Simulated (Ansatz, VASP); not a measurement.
## SrO, level by level in two programs

```
Sr O
1.0
     3.60005    0.00000    0.00000
    -1.80002    3.11773    0.00000
     0.00000    0.00000    6.29912
Sr O
2 2
Direct
  0.66667 0.33333 0.75000
  0.33333 0.66667 0.25000
  0.00000 0.00000 0.50000
  0.00000 0.00000 0.00000
```

Single points on this cell with VASP 6.6.1 and Ansatz 0.2.0. Each row is one pair of runs. Alike in all rows: spin: off; k mesh: 9 × 9 × 5; smearing: fermi-dirac, width 0.05 eV.

```tsv
level	VASP's potentials, cutoff	Ansatz's potentials, cutoff	gap on the k mesh at the Fermi level (eV), VASP	gap on the k mesh at the Fermi level (eV), Ansatz	least direct gap on the mesh (eV), VASP	least direct gap on the mesh (eV), Ansatz	pressure (GPa), VASP	pressure (GPa), Ansatz
LDA	VASP PAW LDA potentials, release 64 (Sr_sv, O), 520 eV	Ansatz PAW, 420 eV	2.66	2.65	2.66	2.65	-7.8	-8.3
PBEsol	VASP PAW PBE potentials, release 64 (Sr_sv, O), 520 eV	Ansatz PAW, 420 eV	2.71	2.72	2.71	2.72	-4.8	-5.3
r2SCAN	VASP PAW PBE potentials, release 64 (Sr_sv, O), 520 eV	Ansatz PAW, 500 eV	3.44	3.43	3.44	3.43	-3.2	-3.6
```

Gap on the k mesh at the fermi level (eV): the two programs differ by at most 0.01; least direct gap on the mesh (eV): the two programs differ by at most 0.01; pressure (GPa): the two programs differ by at most 0.53.

Noted on Ansatz's runs: odd divisions of the mesh miss points on the zone boundary, where band edges often lie, so the gap on the mesh can be too wide.
